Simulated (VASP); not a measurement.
Input of a VASP 6.6.1 run:

The input INCAR:

```
  ALGO = Normal
  EDIFF = 1E-7
  EDIFFG = -0.025
  ENCUT = 520
  GGA = PE
  GGA_COMPAT = F
  IBRION = 2
  ISIF = 2
  ISMEAR = 0
  KPAR = 2
  LASPH = T
  LCHARG = F
  LREAL = Auto
  LWAVE = F
  NCORE = 2
  NELM = 120
  NELMIN = 4
  NSW = 65
  PREC = Accurate
  SIGMA = 0.01
```

The input KPOINTS:

```
Automatic mesh
0
Gamma
  2 2 2
  0.5 0.5 0.5
```

File POSCAR:

```
Si25C24
1.0
    3.0919365161      5.3553911397      5.0742922929
   -6.1838730322      0.0000000000      5.0742922929
    3.0919365161     -5.3553911397      5.0742922929
Si C
25 24
Direct
    0.3331939024      0.6665272357      0.4998605691
    0.6665272357      0.9998605691      0.8331939024
    0.4998605691      0.8331939024      0.1665272357
    0.4998605691      0.3331939024      0.6665272357
    0.3331939024      0.1665272357      0.9998605691
    0.6665272357      0.4998605691      0.3331939024
    0.9998605691      0.8331939024      0.6665272357
    0.8331939024      0.6665272357      0.9998605691
    0.1665272357      0.9998605691      0.3331939024
    0.8331939024      0.1665272357      0.4998605691
    0.1665272357      0.4998605691      0.8331939024
    0.9998605691      0.3331939024      0.1665272357
    0.4998605691      0.6665272357      0.8331939024
    0.8331939024      0.9998605691      0.1665272357
    0.6665272357      0.8331939024      0.4998605691
    0.6665272357      0.3331939024      0.9998605691
    0.4998605691      0.1665272357      0.3331939024
    0.8331939024      0.4998605691      0.6665272357
    0.1665272357      0.8331939024      0.9998605691
    0.9998605691      0.6665272357      0.3331939024
    0.3331939024      0.9998605691      0.6665272357
    0.9998605691      0.1665272357      0.8331939024
    0.3331939024      0.4998605691      0.1665272357
    0.1665272357      0.3331939024      0.4998605691
    0.0694444444      0.0694444444      0.0694444444
    0.4584727643      0.7918060976      0.6251394309
    0.7918060976      0.1251394309      0.9584727643
    0.6251394309      0.9584727643      0.2918060976
    0.6251394309      0.4584727643      0.7918060976
    0.4584727643      0.2918060976      0.1251394309
    0.7918060976      0.6251394309      0.4584727643
    0.1251394309      0.9584727643      0.7918060976
    0.9584727643      0.7918060976      0.1251394309
    0.2918060976      0.1251394309      0.4584727643
    0.9584727643      0.2918060976      0.6251394309
    0.2918060976      0.6251394309      0.9584727643
    0.1251394309      0.4584727643      0.2918060976
    0.2918060976      0.4584727643      0.6251394309
    0.6251394309      0.7918060976      0.9584727643
    0.4584727643      0.6251394309      0.2918060976
    0.4584727643      0.1251394309      0.7918060976
    0.2918060976      0.9584727643      0.1251394309
    0.6251394309      0.2918060976      0.4584727643
    0.9584727643      0.6251394309      0.7918060976
    0.7918060976      0.4584727643      0.1251394309
    0.1251394309      0.7918060976      0.4584727643
    0.7918060976      0.9584727643      0.6251394309
    0.1251394309      0.2918060976      0.9584727643
    0.9584727643      0.1251394309      0.2918060976
```

Potentials or basis: VASP PAW PBE potentials, release 64 (Si, C).

Command:

```console
$ cat potpaw_PBE.64/Si/POTCAR potpaw_PBE.64/C/POTCAR > POTCAR
$ mpirun -np 4 vasp_std > vasp.out
```

(1) What does it give for the band gap on the k mesh?

(2) Estimate the energy gained by relaxing.

Answers

(1) zero (bands 98 and 99 overlap by 0.38 eV).

(2) 58.8 meV/atom.

Caveat: the k points lie up to 0.40 Å⁻¹ apart; the cell differs from its parent crystal (with an interstitial atom).
